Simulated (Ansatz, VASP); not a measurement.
CaS: VASP beside Ansatz

Contents of INCAR:

```
PREC = Accurate
ENCUT = 500
EDIFF = 1E-6
ISMEAR = 0
SIGMA = 0.05
LREAL = F
LASPH = T
NELM = 120
ALGO = Normal
ISIF = 2
LWAVE = F
LCHARG = F
GGA = PE
NBANDS = 15
GGA_COMPAT = F
```

The input KPOINTS:

```
regular mesh
0
Gamma
  8 8 8
```

Contents of POSCAR:

```
CaS
1.0
    0.0000000000      2.8430000000      2.8430000000
    2.8430000000      0.0000000000      2.8430000000
    2.8430000000      2.8430000000      0.0000000000
Ca S
1 1
Direct
    0.0000000000      0.0000000000      0.0000000000
    0.5000000000      0.5000000000      0.5000000000
```

Input for Ansatz:

```yaml
crystal:
  lattice:
    - [0.0, 2.843, 2.843]
    - [2.843, 0.0, 2.843]
    - [2.843, 2.843, 0.0]
  atoms:
    - { symbol: Ca, position: [0.0, 0.0, 0.0] }
    - { symbol: S, position: [0.5, 0.5, 0.5] }
basis:
  ecutwfc: 420
kpoints:
  mp_grid: { grid: [8, 8, 8] }
hamiltonian:
  xc: pbe
scf:
  occupations: { method: gaussian, width: 0.05 }
output:
  forces: true
  stress: true
  eigenvalues: true
```

Alike in both runs: task single point; functional PBE; k mesh 8 × 8 × 8; occupations gaussian, width 0.05 eV; no spin polarisation.

```csv
,VASP,Ansatz
version,VASP 6.6.1,Ansatz 0.2.0
potentials or method,"VASP PAW PBE potentials, release 64 (Ca_sv, S), cutoff 500 eV","scalar-relativistic, plane waves, PAW"
valence electrons in the cell,16,16
```

Ansatz gave:

```
gap on the k mesh at the Fermi level (eV) : 2.35
least direct gap on the mesh (eV)         : 3.16
pressure (GPa)                            : 0.8
```

Which values does VASP return?

gap on the k mesh at the Fermi level (eV): 2.35; least direct gap on the mesh (eV): 3.16; pressure (GPa): 1.0.

With one functional, cell and mesh, what is left measures potentials, basis and numerics.
